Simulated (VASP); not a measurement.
# MoS2 (rutile type) (P4_2/mnm) in VASP: further runs, part 2 of 2

VASP 6.6.1.

## 3. Electric field gradients, PBE (17.48 Å³/atom)

This run uses another cell than the first one, of 17.48 Å³/atom.

Input file INCAR:

```
SYSTEM = MoS2
PREC = Accurate
ENCUT = 520
EDIFF = 1E-8
ISMEAR = -1
SIGMA = 0.03
LREAL = .False.
LASPH = .True.
NELM = 100
ALGO = Normal
ISIF = 2
LWAVE = .False.
LCHARG = .False.
GGA = PE
LEFG = .True.
NBANDS = 35
```

Input file KPOINTS:

```
Automatic mesh
0
Gamma
  6 6 10
  0 0 0
```

Input file POSCAR:

```
MoS2
1.0
    5.7553207414      0.0000000000      0.0000000000
    0.0000000000      5.7553207414      0.0000000000
    0.0000000000      0.0000000000      3.1667370304
Mo S
2 4
Direct
    0.0000000000      0.0000000000      0.0000000000
    0.5000000000      0.5000000000      0.5000000000
    0.2870085415      0.2870085415      0.0000000000
    0.7129914585      0.7129914585      0.0000000000
    0.7870085415      0.2129914585      0.5000000000
    0.2129914585      0.7870085415      0.5000000000
```

Potentials or basis: VASP PAW PBE potentials, release 64 (Mo_sv, S).

Run with:

```
$ cat potpaw_PBE.64/Mo_sv/POTCAR potpaw_PBE.64/S/POTCAR > POTCAR
$ mpirun -np 1 vasp_std > vasp.out
```

OUTCAR:

```text
SYSTEM = MoS2
   PREC = Accurate
   ENCUT = 520
   EDIFF = 1E-8
   ISMEAR = -1
   LREAL = .False.
   LASPH = .True.
   NELM = 100
   ISIF = 2
   GGA = PE

 ion  position               nearest neighbor table
   1  0.000  0.000  0.000-   3 2.34   4 2.34   5 2.35   6 2.35   5 2.35   6 2.35
   2  0.500  0.500  0.500-   5 2.34   6 2.34   3 2.35   4 2.35   3 2.35   4 2.35
   3  0.287  0.287  0.000-   1 2.34   2 2.35   2 2.35
   4  0.713  0.713  0.000-   1 2.34   2 2.35   2 2.35
   5  0.787  0.213  0.500-   2 2.34   1 2.35   1 2.35
   6  0.213  0.787  0.500-   2 2.34   1 2.35   1 2.35

  LATTYP: Found a simple tetragonal cell.
 ALAT       =     5.7553207414
 C/A-ratio  =     0.5502277236

  Lattice vectors:

 A1 = (   5.7553207414,   0.0000000000,   0.0000000000)
 A2 = (   0.0000000000,   5.7553207414,   0.0000000000)
 A3 = (   0.0000000000,   0.0000000000,   3.1667370304)

Analysis of symmetry for initial positions (statically):
=====================================================================
 Subroutine PRICEL returns:
 Original cell was already a primitive cell.

 Routine SETGRP: Setting up the symmetry group for a
 simple tetragonal supercell.

 Subroutine GETGRP returns: Found 16 space group operations
 (whereof  8 operations were pure point group operations)
 out of a pool of 16 trial point group operations.

The static configuration has the point symmetry D_2h.
 The point group associated with its full space group is D_4h.

Analysis of symmetry for dynamics (positions and initial velocities):
=====================================================================
 Subroutine PRICEL returns:
 Original cell was already a primitive cell.

[... 1091 lines left out ...]
  Total        6.3703515      6.3703515      5.9695470      0.0000000      0.0000000      0.0000000
  in kB       97.3022577     97.3022577     91.1802744      0.0000000      0.0000000      0.0000000
  external PRESSURE =      95.2615966 kB  Pullay stress =       0.0000000 kB

 VOLUME and BASIS-vectors are now :
 -----------------------------------------------------------------------------
  energy-cutoff  :      520.00
  volume of cell :      104.89
      direct lattice vectors                 reciprocal lattice vectors
     5.755320741  0.000000000  0.000000000     0.173752262  0.000000000  0.000000000
     0.000000000  5.755320741  0.000000000     0.000000000  0.173752262  0.000000000
     0.000000000  0.000000000  3.166737030     0.000000000  0.000000000  0.315782457

 POSITION                                       TOTAL-FORCE (eV/Angst)
 -----------------------------------------------------------------------------------
      0.00000      0.00000      0.00000         0.000000      0.000000     -0.000000
      2.87766      2.87766      1.58337         0.000000      0.000000     -0.000000
      1.65183      1.65183      0.00000        -0.214310     -0.214310     -0.000000
      4.10349      4.10349      0.00000         0.214310      0.214310      0.000000
      4.52949      1.22583      1.58337        -0.214310      0.214310      0.000000
      1.22583      4.52949      1.58337         0.214310     -0.214310     -0.000000
 -----------------------------------------------------------------------------------
    total drift:                               -0.000000     -0.000000     -0.000000

  FREE ENERGIE OF THE ION-ELECTRON SYSTEM (eV)
  ---------------------------------------------------
  free  energy   TOTEN  =       -41.0369291316 eV

  energy  without entropy=      -41.0241184729  energy(sigma->0) =      -41.03052380

 Electric field gradients (V/A^2)
---------------------------------------------------------------------
 ion       V_xx      V_yy      V_zz      V_xy      V_xz      V_yz
---------------------------------------------------------------------
   1     -30.227   -30.227    60.455    35.768    -0.000     0.000
   2     -30.227   -30.227    60.455   -35.768    -0.000    -0.000
   3      -4.027    -4.027     8.053     5.151     0.000    -0.000
   4      -4.027    -4.027     8.053     5.151    -0.000    -0.000
   5      -4.027    -4.027     8.053    -5.151     0.000    -0.000
   6      -4.027    -4.027     8.053    -5.151     0.000     0.000
---------------------------------------------------------------------

 Electric field gradients after diagonalization (V/A^2)
 (convention: |V_zz| > |V_xx| > |V_yy|)
----------------------------------------------------------------------
 ion       V_xx      V_yy      V_zz     asymmetry (V_yy - V_xx)/ V_zz
----------------------------------------------------------------------
   1      60.455     5.541   -65.996       0.832
   2      60.455     5.541   -65.996       0.832
   3       8.053     1.125    -9.178       0.755
   4       8.053     1.125    -9.178       0.755
   5       8.053     1.125    -9.178       0.755
   6       8.053     1.125    -9.178       0.755
----------------------------------------------------------------------

           NMR quadrupolar parameters

 Cq : quadrupolar parameter    Cq=e*Q*V_zz/h
 eta: asymmetry parameters     (V_yy - V_xx)/ V_zz
 Q  : nuclear electric quadrupole moment in mb (millibarn)
----------------------------------------------------------------------
 ion       Cq(MHz)       eta       Q (mb)
----------------------------------------------------------------------
   1      -0.160       0.832       1.000
   2      -0.160       0.832       1.000
   3      -0.022       0.755       1.000
   4      -0.022       0.755       1.000
   5      -0.022       0.755       1.000
   6      -0.022       0.755       1.000
----------------------------------------------------------------------
```

OSZICAR:

```text
N       E                     dE             d eps       ncg     rms          rms(c)
DAV:   1     0.427260021053E+03    0.42726E+03   -0.27953E+04  4496   0.141E+03
DAV:   2    -0.206229160545E+02   -0.44788E+03   -0.43475E+03  4944   0.369E+02
DAV:   3    -0.437104964397E+02   -0.23088E+02   -0.22589E+02  5222   0.747E+01
DAV:   4    -0.441690810129E+02   -0.45858E+00   -0.45648E+00  5081   0.105E+01
DAV:   5    -0.441767867137E+02   -0.77057E-02   -0.77032E-02  5044   0.141E+00    0.351E+01
DAV:   6    -0.418791960343E+02    0.22976E+01   -0.15885E+01  4464   0.239E+01    0.117E+01
DAV:   7    -0.413182657538E+02    0.56093E+00   -0.62532E+00  4414   0.144E+01    0.107E+01
DAV:   8    -0.410335651671E+02    0.28470E+00   -0.81245E-01  4386   0.592E+00    0.135E+00
DAV:   9    -0.410372397266E+02   -0.36746E-02   -0.39977E-02  4933   0.960E-01    0.542E-01
DAV:  10    -0.410373684294E+02   -0.12870E-03   -0.98204E-03  4495   0.644E-01    0.277E-01
DAV:  11    -0.410369790219E+02    0.38941E-03   -0.27934E-03  4536   0.349E-01    0.829E-02
DAV:  12    -0.410369155072E+02    0.63515E-04   -0.25661E-04  4469   0.104E-01    0.249E-02
DAV:  13    -0.410369287819E+02   -0.13275E-04   -0.30635E-05  4909   0.300E-02    0.152E-02
DAV:  14    -0.410369292397E+02   -0.45787E-06   -0.17295E-06  4839   0.771E-03    0.269E-03
DAV:  15    -0.410369291282E+02    0.11153E-06   -0.41956E-07  4671   0.327E-03    0.150E-03
DAV:  16    -0.410369291316E+02   -0.34024E-08   -0.43864E-08  4253   0.101E-03
   1 F= -.41036929E+02 E0= -.41030524E+02  d E =-.128107E-01
```

It took 3.9 min on 1 thread of Intel Xeon 8259CL, shared host; peak memory 0.33 GiB.

Results:

```yaml
Free_energy: -41.0369 eV
Pressure: 9.5 GPa
Largest_force: 0.303 eV/Å
Band_gap_on_the_k_mesh: zero (bands 26 and 27 overlap by 1.15 eV)
Largest_electric_field_gradient_by_atom: Mo -66.0; S -9.2 V/Å²
```

Forces on the atoms (eV/Å):
```
Mo   0.000  0.000  0.000
Mo   0.000  0.000  0.000
S   -0.214 -0.214  0.000
S    0.214  0.214  0.000
S   -0.214  0.214  0.000
S    0.214 -0.214  0.000
```

Stress tensor (GPa, compression positive):
```
9.73 0.00 0.00
0.00 9.73 0.00
0.00 0.00 9.12
```

Electric field gradients, principal values (V/Å²):
| atom | least | middle | greatest (by size) |
| --- | --- | --- | --- |
| 1 Mo | 5.541 | 60.455 | -65.996 |
| 2 Mo | 5.541 | 60.455 | -65.996 |
| 3 S | 1.125 | 8.053 | -9.178 |
| 4 S | 1.125 | 8.053 | -9.178 |
| 5 S | 1.125 | 8.053 | -9.178 |
| 6 S | 1.125 | 8.053 | -9.178 |

Caveat: the cell stands under pressure; without QUAD_EFG the Cq values of the log hold for a quadrupole moment of 1 mb, not for the nuclei.

## 4. Electric field gradients, PBE (17.48 Å³/atom)

This run uses another cell than the first one, of 17.48 Å³/atom.

Input file INCAR:

```
PREC = Accurate ; ENCUT = 520
EDIFF = 1E-8 ; ISMEAR = -1
SIGMA = 0.03 ; LREAL = F
LASPH = T ; NELM = 60
ALGO = Normal ; ISIF = 2
LWAVE = F ; LCHARG = F
GGA = PE ; LEFG = T
NBANDS = 35
```

Input file KPOINTS:

```
Automatic mesh
0
Gamma
  6 6 10
```

POSCAR is that of step 3.

Potentials or basis: VASP PAW PBE potentials, release 64 (Mo_sv, S).

Run with:

```
$ cat potpaw_PBE.64/Mo_sv/POTCAR potpaw_PBE.64/S/POTCAR > POTCAR
$ mpirun -np 1 vasp_std > vasp.out
```

OUTCAR:

```text
PREC = Accurate
   ENCUT = 520
   EDIFF = 1E-8
   ISMEAR = -1
   LREAL = F
   LASPH = T
   NELM = 60
   ISIF = 2
   GGA = PE

 ion  position               nearest neighbor table
   1  0.000  0.000  0.000-   3 2.34   4 2.34   5 2.35   6 2.35   5 2.35   6 2.35
   2  0.500  0.500  0.500-   5 2.34   6 2.34   3 2.35   4 2.35   3 2.35   4 2.35
   3  0.287  0.287  0.000-   1 2.34   2 2.35   2 2.35
   4  0.713  0.713  0.000-   1 2.34   2 2.35   2 2.35
   5  0.787  0.213  0.500-   2 2.34   1 2.35   1 2.35
   6  0.213  0.787  0.500-   2 2.34   1 2.35   1 2.35

  LATTYP: Found a simple tetragonal cell.
 ALAT       =     5.7553207414
 C/A-ratio  =     0.5502277236
[... 1153 lines left out ...]
   2     -30.227   -30.227    60.455   -35.768    -0.000    -0.000
   3      -4.027    -4.027     8.053     5.151     0.000    -0.000
   4      -4.027    -4.027     8.053     5.151    -0.000    -0.000
   5      -4.027    -4.027     8.053    -5.151     0.000    -0.000
   6      -4.027    -4.027     8.053    -5.151     0.000     0.000
---------------------------------------------------------------------

 Electric field gradients after diagonalization (V/A^2)
 (convention: |V_zz| > |V_xx| > |V_yy|)
----------------------------------------------------------------------
 ion       V_xx      V_yy      V_zz     asymmetry (V_yy - V_xx)/ V_zz
----------------------------------------------------------------------
   1      60.455     5.541   -65.996       0.832
   2      60.455     5.541   -65.996       0.832
   3       8.053     1.125    -9.178       0.755
   4       8.053     1.125    -9.178       0.755
   5       8.053     1.125    -9.178       0.755
   6       8.053     1.125    -9.178       0.755
----------------------------------------------------------------------

           NMR quadrupolar parameters

 Cq : quadrupolar parameter    Cq=e*Q*V_zz/h
 eta: asymmetry parameters     (V_yy - V_xx)/ V_zz
 Q  : nuclear electric quadrupole moment in mb (millibarn)
----------------------------------------------------------------------
 ion       Cq(MHz)       eta       Q (mb)
----------------------------------------------------------------------
   1      -0.160       0.832       1.000
   2      -0.160       0.832       1.000
   3      -0.022       0.755       1.000
   4      -0.022       0.755       1.000
   5      -0.022       0.755       1.000
   6      -0.022       0.755       1.000
----------------------------------------------------------------------
```

stdout:

```text
POSCAR found type information on POSCAR MoS
 POSCAR found :  2 types and       6 ions
 scaLAPACK will be used
 LDA part: xc-table for (Slater+PW92), standard interpolation
 POSCAR, INCAR and KPOINTS ok, starting setup
 FFT: planning ... GRIDC
 FFT: planning ... GRID_SOFT
 FFT: planning ... GRID
 WAVECAR not read
 entering main loop
ion   1

ion   2

ion   3

ion   4

ion   5

ion   6
```

It took 4.1 min on 1 thread of Intel Xeon 8259CL, shared host; peak memory 0.33 GiB.

What came out:

```yaml
Free_energy: -41.0369 eV
Pressure: 9.5 GPa
Largest_force: 0.303 eV/Å
Band_gap_on_the_k_mesh: zero (bands 26 and 27 overlap by 1.15 eV)
Largest_electric_field_gradient_by_atom: Mo -66.0; S -9.2 V/Å²
```

Forces in eV/Å, atoms in the order of the input:
```
Mo   0.000  0.000  0.000
Mo   0.000  0.000  0.000
S   -0.214 -0.214  0.000
S    0.214  0.214  0.000
S   -0.214  0.214  0.000
S    0.214 -0.214  0.000
```

Stress tensor (GPa, compression positive):
```
9.73 0.00 0.00
0.00 9.73 0.00
0.00 0.00 9.12
```

Levels at points of the mesh, in eV from the Fermi level:
| k point | band 22 | band 23 | band 24 | band 25 | band 26 | band 27 | band 28 | band 29 | band 30 | band 31 |
| --- | --- | --- | --- | --- | --- | --- | --- | --- | --- | --- |
| (0.00, 0.00, 0.00) | -1.57 | -1.54 | -0.85 | -0.85 | -0.37 | -0.37 | -0.04 | 0.44 | 1.97 | 2.26 |
| (0.50, 0.00, 0.00) | -1.79 | -1.74 | -1.74 | -0.80 | -0.80 | 1.03 | 1.03 | 1.08 | 1.08 | 3.61 |
| (0.50, 0.50, 0.00) | -2.26 | -2.24 | -2.24 | -0.83 | -0.83 | -0.35 | -0.35 | 2.10 | 2.10 | 3.52 |
| (0.00, 0.00, 0.50) | -3.56 | -2.69 | -2.69 | 0.50 | 0.50 | 1.20 | 1.20 | 1.82 | 1.82 | 2.18 |
| (0.50, 0.00, 0.50) | -3.21 | -1.74 | -1.74 | -1.59 | -1.59 | 1.58 | 1.58 | 1.67 | 1.67 | 2.61 |
| (0.50, 0.50, 0.50) | -2.60 | -1.59 | -1.59 | 0.03 | 0.03 | 0.08 | 0.08 | 1.71 | 1.71 | 3.60 |

Electric field gradients, principal values (V/Å²):
```csv
atom,least,middle,greatest (by size)
1 Mo,5.541,60.455,-65.996
2 Mo,5.541,60.455,-65.996
3 S,1.125,8.053,-9.178
4 S,1.125,8.053,-9.178
5 S,1.125,8.053,-9.178
6 S,1.125,8.053,-9.178
```

Caveat: the cell stands under pressure; without QUAD_EFG the Cq values of the log hold for a quadrupole moment of 1 mb, not for the nuclei.
